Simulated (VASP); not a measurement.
Input of a VASP 6.6.1 run:

POSCAR

```
Ta2C
1.0
    3.1101644578      0.0000000000      0.0000000000
   -1.5550822289      2.6934814304      0.0000000000
    0.0000000000      0.0000000000      4.7446069870
Ta C
2 1
Direct
    0.3333333333      0.6666666667      0.2535635792
    0.6666666667      0.3333333333      0.7464364208
    0.0000000000      0.0000000000      0.0000000000
```

Contents of INCAR.step1:

```
SYSTEM = Ta2C
PREC = Accurate ; ENCUT = 520
ISMEAR = 0 ; SIGMA = 0.15
LREAL = .FALSE. ; LASPH = .TRUE.
NELM = 100 ; NBANDS = 20
GGA = PE ; ALGO = Normal
EDIFF = 1E-4 ; LWAVE = .TRUE.
LCHARG = .FALSE.
```

The input INCAR.step2:

```
SYSTEM = Ta2C
PREC = Accurate ; ENCUT = 520
EDIFF = 1E-6 ; ISMEAR = 0
SIGMA = 0.15 ; LREAL = .FALSE.
LASPH = .TRUE. ; NELM = 100
ALGO = Normal ; ISIF = 2
LWAVE = .FALSE. ; LCHARG = .FALSE.
METAGGA = R2SCAN ; LMIXTAU = .TRUE.
NBANDS = 20 ; ISTART = 1
```

KPOINTS

```
Automatic mesh
0
G
  18 18 10
  0 0 0
```

Potentials or basis: VASP PAW PBE potentials, release 64 (Ta_pv, C).

The run is started by

```console
$ cat potpaw_PBE.64/Ta_pv/POTCAR potpaw_PBE.64/C/POTCAR > POTCAR
$ cp INCAR.step1 INCAR
$ mpirun -np 1 vasp_std > vasp.out
$ cp INCAR.step2 INCAR
$ mpirun -np 1 vasp_std > vasp.out
```

**Question.** What does it give for the pressure?

**Answer.** 14.4 GPa.

**Question.** What does it give for the largest force?

**Answer.** 0.437 eV/Å.

**Question.** Estimate the band gap on the k mesh.

**Answer.** Zero (bands 13 and 14 overlap by 0.99 eV).

Forces in eV/Å, atoms in the order of the input:
```
Ta   0.000  0.000  0.437
Ta   0.000  0.000 -0.437
C    0.000  0.000  0.000
```

Caveat: the cell differs from its parent crystal (strain +0.000 along x and y, -0.040 along z); the stress differs along the axes, from 9 to 26 GPa; the PAW data sets were made with another functional, which shifts forces and pressure a little; spin-orbit coupling is left out, which moves the levels of the heavy elements.
